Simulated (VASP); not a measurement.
# I (R-3m) in VASP: single point with r2SCAN

Aim: the single point of I with r2SCAN.

Everything below comes from runs of VASP 6.6.1. Logs are shortened: lines on timing, memory, paths and dates and some standing lists are left out, and cuts for length are marked.

## (1) The cell of the first run

The structure is trigonal, space group R-3m (No. 166). Conventional cell: a = 4.291 Å, b = 4.291 Å, c = 21.821 Å, α = 90.00°, β = 90.00°, γ = 120.00°. Within 4.6 Å of I (site symmetry -3m) lie 12 I at 3.46 to 4.29 Å. I (site symmetry 3m) has 12 I at 3.46 to 4.29 Å within 4.6 Å.

## (2) Single point, r2SCAN

Input file POSCAR:

```
I
1.0
    2.1456458245      1.2387891944      7.2735446501
   -2.1456458245      1.2387891944      7.2735446501
    0.0000000000     -2.4775783888      7.2735446501
I
3
Direct
    0.0000000000      0.0000000000      0.0000000000
    0.2223617473      0.2223617473      0.2223617473
    0.7776382527      0.7776382527      0.7776382527
```

Input file INCAR.step1:

```
SYSTEM = I
ALGO = Normal
EDIFF = 1E-4
ENCUT = 520
GGA = PE
ISMEAR = 0
LASPH = .True.
LCHARG = .False.
LREAL = .False.
LWAVE = .True.
NBANDS = 18
NELM = 100
PREC = Accurate
SIGMA = 0.1
```

Input file INCAR.step2:

```
SYSTEM = I
ALGO = Normal
EDIFF = 1E-7
ENCUT = 520
ISIF = 2
ISMEAR = 0
ISTART = 1
LASPH = .True.
LCHARG = .False.
LMIXTAU = .True.
LREAL = .False.
LWAVE = .False.
METAGGA = R2SCAN
NBANDS = 18
NELM = 100
PREC = Accurate
SIGMA = 0.1
```

Input file KPOINTS:

```
k-points
0
Gamma
  12 12 12
  0 0 0
```

Potentials or basis: VASP PAW PBE potentials, release 64 (I).

Started as:

```sh
$ cat potpaw_PBE.64/I/POTCAR > POTCAR
$ cp INCAR.step1 INCAR
$ mpirun -np 1 vasp_std > vasp.out
$ cp INCAR.step2 INCAR
$ mpirun -np 1 vasp_std > vasp.out
```

OUTCAR:

```text
SYSTEM = I
   EDIFF = 1E-7
   ENCUT = 520
   ISIF = 2
   ISMEAR = 0
   ISTART = 1
   LASPH = .True.
   LREAL = .False.
   METAGGA = R2SCAN
   NELM = 100
   PREC = Accurate

 ion  position               nearest neighbor table
   1  0.000  0.000  0.000-   3 3.46   3 3.46   2 3.46   2 3.46   3 3.46   2 3.46
   2  0.222  0.222  0.222-   1 3.46   1 3.46   1 3.46   3 3.47   3 3.47   3 3.47
   3  0.778  0.778  0.778-   1 3.46   1 3.46   1 3.46   2 3.47   2 3.47   2 3.47

  LATTYP: Found a trigonal (rhomboedric) cell.
 ALAT       =     7.6839343080
 COS(alpha) =     0.8440523694

  Lattice vectors:

 A1 = (   2.1456458245,   1.2387891944,   7.2735446501)
 A2 = (  -2.1456458245,   1.2387891944,   7.2735446501)
 A3 = (   0.0000000000,  -2.4775783888,   7.2735446501)

Analysis of symmetry for initial positions (statically):
=====================================================================
 Subroutine PRICEL returns:
 Original cell was already a primitive cell.

 Routine SETGRP: Setting up the symmetry group for a
 trigonal (rhombohedral) supercell.

 Subroutine GETGRP returns: Found 12 space group operations
 (whereof 12 operations were pure point group operations)
 out of a pool of 12 trial point group operations.

The static configuration has the point symmetry D_3d.

Analysis of symmetry for dynamics (positions and initial velocities):
=====================================================================
 Subroutine PRICEL returns:
 Original cell was already a primitive cell.

 Routine SETGRP: Setting up the symmetry group for a
 trigonal (rhombohedral) supercell.

 Subroutine GETGRP returns: Found 12 space group operations
 (whereof 12 operations were pure point group operations)
 out of a pool of 12 trial point group operations.

The dynamic configuration has the point symmetry D_3d.

 Subroutine INISYM returns: Found 12 space group operations
 (whereof 12 operations are pure point group operations),
 and found     1 'primitive' translations

----------------------------------------------------------------------------------------

                                     Primitive cell

  volume of cell :     115.9986

  direct lattice vectors                    reciprocal lattice vectors
     2.145645824  1.238789194  7.273544650     0.233030072  0.134539975  0.045828183
    -2.145645824  1.238789194  7.273544650    -0.233030072  0.134539975  0.045828183
     0.000000000 -2.477578389  7.273544650     0.000000000 -0.269079949  0.045828183

  length of vectors
     7.683934308  7.683934308  7.683934308     0.272954651  0.272954651  0.272954651

  position of ions in fractional coordinates (direct lattice)
     0.000000000  0.000000000  0.000000000
     0.222361747  0.222361747  0.222361747
     0.777638253  0.777638253  0.777638253

  ion indices of the primitive-cell ions
   primitive index   ion index
                 1           1
                 2           2
                 3           3

----------------------------------------------------------------------------------------

 KPOINTS: k-points

Automatic generation of k-mesh.
 Grid dimensions read from file:
 generate k-points for:   12   12   12

 Generating k-lattice:

  Cartesian coordinates                     Fractional coordinates (reciprocal lattice)
     0.019419173  0.011211665  0.003819015     0.083333333  0.000000000  0.000000000
    -0.019419173  0.011211665  0.003819015     0.000000000  0.083333333  0.000000000
     0.000000000 -0.022423329  0.003819015     0.000000000  0.000000000  0.083333333

  Length of vectors
     0.022746221  0.022746221  0.022746221

  Shift w.r.t. Gamma in fractional coordinates (k-lattice)
     0.000000000  0.000000000  0.000000000

 Subroutine IBZKPT returns following result:
 ===========================================

 Found    189 irreducible k-points:

 Following reciprocal coordinates:
            Coordinates               Weight
  0.000000  0.000000  0.000000      1.000000
  0.083333 -0.000000  0.000000      6.000000
  0.166667  0.000000  0.000000      6.000000
  0.250000  0.000000  0.000000      6.000000
  0.333333  0.000000  0.000000      6.000000
  0.416667  0.000000  0.000000      6.000000
[... 16 lines left out ...]
  0.500000  0.166667  0.000000     12.000000
 -0.416667  0.166667 -0.000000     12.000000
 [... further k-points ...]
   k-points           NKPTS =    189   k-points in BZ     NKDIM =    189   number of bands    NBANDS=     18
   number of dos      NEDOS =    301   number of ions     NIONS =      3
   total plane-waves  NPLWV = 216000
   dimension x,y,z NGX =    60 NGY =   60 NGZ =   60
   dimension x,y,z NGXF=   120 NGYF=  120 NGZF=  120
   ions per type =               3
   NGX,Y,Z   is equivalent  to a cutoff of  12.98, 12.98, 12.98 a.u.
   NGXF,Y,Z  is equivalent  to a cutoff of  25.96, 25.96, 25.96 a.u.
 SYSTEM =  I
   PREC   = accura    normal or accurate (medium, high low for compatibility)
   ISTART =      1    job   : 0-new  1-cont  2-samecut
   ICHARG =      0    charge: 1-file 2-atom 10-const
   ISPIN  =      1    spin polarized calculation?
   LNONCOLLINEAR =      F non collinear calculations
   LSORBIT =      F    spin-orbit coupling
   LASPH  =      T    aspherical Exc in radial PAW
   ENCUT  =  520.0 eV  38.22 Ry    6.18 a.u.  14.29 14.29 14.29*2*pi/ulx,y,z
   NELM   =    100;   NELMIN=  2; NELMDL=  0     # of ELM steps
   EDIFF  = 0.1E-06   stopping-criterion for ELM
   LREAL  =      F    real-space projection
   EDIFFG = 0.1E-05   stopping-criterion for IOM
   NSW    =      0    number of steps for IOM
   IBRION =     -1    ionic relax: 0-MD 1-quasi-New 2-CG
   NFREE  =      0    steps in history (QN), initial steepest desc. (CG)
   ISIF   =      2    stress and relaxation
   ISYM   =      2    0-nonsym 1-usesym 2-fastsym
   POTIM  = 0.5000    time-step for ionic-motion
   TEBEG  =    0.0;   TEEND  =   0.0 temperature during run
   PSTRESS=    0.0 pullay stress
   NELECT =      21.0000    total number of electrons
   NUPDOWN=      -1.0000    fix difference up-down
   EMIN   =  10.00;   EMAX   =-10.00  energy-range for DOS
   EFERMI =   0.00;   METHOD = LEGACY
   ISMEAR =     0;   SIGMA  =   0.10  broadening in eV -4-tet -1-fermi 0-gaus
   EFERMI_NEDOS =   21; number of points for ismear=-14 and -15
   IALGO  =     38    algorithm
   IMIX   =      4    mixing-type and parameters
     AMIX     =   0.40;   BMIX     =  1.00
     AMIX_MAG =   1.60;   BMIX_MAG =  1.00
  volume/ion in A,a.u.               =      38.67       260.93
  Fermi-wavevector in a.u.,A,eV,Ry     =   0.926112  1.750099 11.669500  0.857684
  Thomas-Fermi vector in A             =   2.052040
   LORBIT       =      0    0 simple, 1 ext, 2 COOP (PROOUT), +10 PAW based schemes
   METAGGA = R2SCAN    functional components
   LHFCALC =     F    Hartree Fock is set to
   AEXX    =    0.0000 exact exchange contribution
   IVDW    =     0    specifies the selected vdW correction
   LEPSILON=     F    determine dielectric tensor
   LRPA    =     F    only Hartree local field effects (RPA)
 non-spin polarized calculation
 Gauss-broadening in eV      SIGMA  =   0.10
  energy-cutoff  :      520.00
  volume of cell :      116.00
 maximum number of plane-waves:      3148
 NGX is ok and might be reduce to    60
   NGX = 29   NGY = 29   NGZ = 29

 number of electron      21.0000000 magnetization

 Free energy of the ion-electron system (eV)
  ---------------------------------------------------
  ext. energy  EPLUGINS =         0.00000000
  ---------------------------------------------------
  free energy    TOTEN  =       -72.44044985 eV

  energy without entropy =      -72.42032504  energy(sigma->0) =      -72.43038744

 E-fermi :   3.5344     XC(G=0):  -8.9696

 val. band max:        3.5282293532   @ k =  -0.3333   0.2500   0.0833
 cond. band min:       3.5354226409   @ k =   0.4167   0.1667  -0.0000
 fundamental gap:      0.0071932877
 Fermi energy:         3.5343609476

 k-point     1 :       0.0000    0.0000    0.0000
  band No.  band energies     occupation
      1     -10.4680      2.00000
      2      -8.7790      2.00000
      3      -8.7370      2.00000
      4       0.5510      2.00000
      5       0.5835      2.00000
      6       1.8790      2.00000
[... 10 lines left out ...]
     17      11.0348      0.00000
     18      12.1367      0.00000

 k-point     2 :       0.0833   -0.0000    0.0000
  band No.  band energies     occupation
      1     -10.4241      2.00000
      2      -8.8258      2.00000
      3      -8.6784      2.00000
      4       0.2953      2.00000
      5       0.4988      2.00000
      6       1.7799      2.00000
[... 10 lines left out ...]
     17      11.2070      0.00000
     18      11.6751      0.00000

 k-point     3 :       0.1667    0.0000    0.0000
  band No.  band energies     occupation
      1     -10.2963      2.00000
      2      -8.8653      2.00000
      3      -8.6147      2.00000
      4      -0.1073      2.00000
      5       0.1756      2.00000
      6       1.5883      2.00000
[... 10 lines left out ...]
     17      11.5890      0.00000
     18      11.6510      0.00000

 k-point     4 :       0.2500    0.0000    0.0000
  band No.  band energies     occupation
      1     -10.0969      2.00000
      2      -8.8809      2.00000
      3      -8.5929      2.00000
      4      -0.4734      2.00000
      5      -0.1902      2.00000
      6       1.3925      2.00000
[... 375 lines left out ...]
      4      -0.6355      2.00000
      5      -0.3687      2.00000
      6       0.2326      2.00000
[... 10 lines left out ...]
     17      12.5406      0.00000
     18      12.8600      0.00000

 k-point    23 :       0.5000    0.1667    0.0000
  band No.  band energies     occupation
      1      -9.4774      2.00000
      2      -8.9690      2.00000
      3      -8.7268      2.00000
      4      -0.8135      2.00000
      5      -0.2301      2.00000
      6      -0.0655      2.00000
[... 10 lines left out ...]
     17      12.4130      0.00000
     18      13.1677      0.00000

 k-point    24 :      -0.4167    0.1667   -0.0000
  band No.  band energies     occupation
      1      -9.3665      2.00000
      2      -8.9365      2.00000
      3      -8.8222      2.00000
      4      -0.8931      2.00000
      5      -0.4222      2.00000
      6       0.0968      2.00000
[... 10 lines left out ...]
     17      12.8160      0.00000
     18      13.0306      0.00000

 [... further k-points ...]
[... 5 lines left out ...]
  --------------------------------------------------------------------------------------
  -------------------------------------------------------------------------------------
  Total       -0.0372791     -0.0372791     -0.0421635      0.0000000     -0.0000000      0.0000000
  in kB       -0.5149001     -0.5149001     -0.5823643      0.0000000     -0.0000000      0.0000000
  external PRESSURE =      -0.5373881 kB  Pullay stress =       0.0000000 kB

 VOLUME and BASIS-vectors are now :
 -----------------------------------------------------------------------------
  energy-cutoff  :      520.00
  volume of cell :      116.00
      direct lattice vectors                 reciprocal lattice vectors
     2.145645824  1.238789194  7.273544650     0.233030072  0.134539975  0.045828183
    -2.145645824  1.238789194  7.273544650    -0.233030072  0.134539975  0.045828183
     0.000000000 -2.477578389  7.273544650     0.000000000 -0.269079949  0.045828183

 POSITION                                       TOTAL-FORCE (eV/Angst)
 -----------------------------------------------------------------------------------
      0.00000      0.00000      0.00000         0.000000      0.000000      0.000000
      0.00000      0.00000      4.85207         0.000000      0.000000      0.001132
      0.00000      0.00000     16.96856         0.000000     -0.000000     -0.001132
 -----------------------------------------------------------------------------------
    total drift:                                0.000000     -0.000000      0.000000

  FREE ENERGIE OF THE ION-ELECTRON SYSTEM (eV)
  ---------------------------------------------------
  free  energy   TOTEN  =       -72.4404498501 eV

  energy  without entropy=      -72.4203250368  energy(sigma->0) =      -72.43038744
```

Wall time 35 min (1 thread of Intel Xeon 6975P-C (Granite Rapids), shared host); peak memory 0.71 GiB.

Results:

```yaml
Free_energy: -72.4404 eV
Pressure: -0.1 GPa
Band_gap_on_the_k_mesh: zero (an odd number of electrons rules out a gap without spin polarisation)
```

Levels at points of the mesh, in eV from the Fermi level:
```
           k point  band 8  band 9  band 10  band 11  band 12  band 13  band 14  band 15
(0.00, 0.00, 0.00)   -1.59   -1.59    -0.16    -0.16     1.01     6.18     6.40     6.54
(0.50, 0.00, 0.00)   -2.36   -1.16    -0.99     0.27     0.58     5.61     6.22     8.17
(0.50, 0.50, 0.00)   -1.15   -1.14    -0.86    -0.82     0.49     4.81     6.38     8.13
(0.50, 0.50, 0.50)   -0.74   -0.65    -0.65    -0.61    -0.54     5.04     7.27     7.52
```

Caveat: the PAW data sets were made with another functional, which shifts forces and pressure a little; spin-orbit coupling is left out, which moves the levels of the heavy elements; an odd number of electrons without spin polarisation forces a metal; a magnetic or distorted state may lie lower.
